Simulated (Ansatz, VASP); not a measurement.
# Te in VASP and in Ansatz

```
Te
1.0
    -1.89033    1.89033    1.89033
     1.89033   -1.89033    1.89033
     1.89033    1.89033   -1.89033
Te
1
Direct
  0.00000 0.00000 0.00000
```

Alike in both runs: task single point; functional PBEsol; k mesh 13 × 13 × 13; occupations fermi-dirac, width 0.1 eV; no spin polarisation.

|  | VASP | Ansatz |
| --- | --- | --- |
| version | VASP 6.6.1 | Ansatz 0.2.0 |
| potentials or method | VASP PAW PBE potentials, release 64 (Te), cutoff 520 eV | plane waves (420 eV) with PAW, scalar-relativistic |
| valence electrons in the cell | 6 | 16 |

```csv
,VASP,Ansatz,Ansatz less VASP
pressure (GPa),0.0,0.0,0.00
```

VASP's potentials were made for PBE, not for PBEsol, and Ansatz warns of the same on its side. VASP's potentials hold 6 valence electrons a cell and Ansatz's 16, so a difference there can come from the potentials and not from the codes.

Neither program's run includes spin-orbit coupling.
